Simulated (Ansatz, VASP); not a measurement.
# Two plane-wave programs on NaF

POSCAR

```
NaF
1.0
    0.0000000000      2.3581495000      2.3581495000
    2.3581495000      0.0000000000      2.3581495000
    2.3581495000      2.3581495000      0.0000000000
Na F
1 1
Direct
    0.0000000000      0.0000000000      0.0000000000
    0.5000000000      0.5000000000      0.5000000000
```

Contents of INCAR.step1:

```
  PREC = Accurate
  ENCUT = 520
  ISMEAR = 0
  SIGMA = 0.05
  LREAL = F
  LASPH = T
  NELM = 80
  NBANDS = 14
  GGA = PE
  ALGO = Normal
  EDIFF = 1E-4
  LWAVE = T
  LCHARG = F
```

The input INCAR.step2:

```
  PREC = Accurate
  ENCUT = 520
  EDIFF = 1E-6
  ISMEAR = 0
  SIGMA = 0.05
  LREAL = F
  LASPH = T
  NELM = 80
  ALGO = Normal
  ISIF = 2
  LWAVE = F
  LCHARG = F
  METAGGA = R2SCAN
  LMIXTAU = T
  NBANDS = 14
  ISTART = 1
```

File KPOINTS:

```
regular mesh
0
Gamma
  8 8 8
```

Input for Ansatz:

```yaml
crystal:
  lattice:
    - [0.0, 2.3581495, 2.3581495]
    - [2.3581495, 0.0, 2.3581495]
    - [2.3581495, 2.3581495, 0.0]
  atoms:
    - { symbol: Na, position: [0.0, 0.0, 0.0] }
    - { symbol: F, position: [0.5, 0.5, 0.5] }
basis:
  ecutwfc: 500
kpoints:
  mp_grid: { grid: [8, 8, 8] }
hamiltonian:
  xc: r2scan
scf:
  occupations: { method: gaussian, width: 0.05 }
output:
  forces: true
  stress: true
  eigenvalues: true
```

Change from the starting cell: strain +0.015 along x and y, +0.015 along z, atoms carried along.

Alike in both runs: task single point; functional r2SCAN; k mesh 8 × 8 × 8; occupations gaussian, width 0.05 eV; no spin polarisation.

|  | VASP | Ansatz |
| --- | --- | --- |
| version | VASP 6.6.1 | Ansatz 0.2.0 |
| potentials or method | VASP PAW PBE potentials, release 64 (Na_pv, F), cutoff 520 eV | scalar-relativistic, plane waves, PAW |
| valence electrons in the cell | 14 | 16 |

```csv
,VASP,Ansatz,Ansatz less VASP
gap on the k mesh at the Fermi level (eV),6.88,6.85,-0.035
least direct gap on the mesh (eV),6.88,6.85,-0.035
pressure (GPa),-4.0,-3.6,+0.48
```

VASP's potentials were made for PBE, not for r2SCAN. VASP's potentials hold 14 valence electrons a cell and Ansatz's 16, so a difference there can come from the potentials and not from the codes.
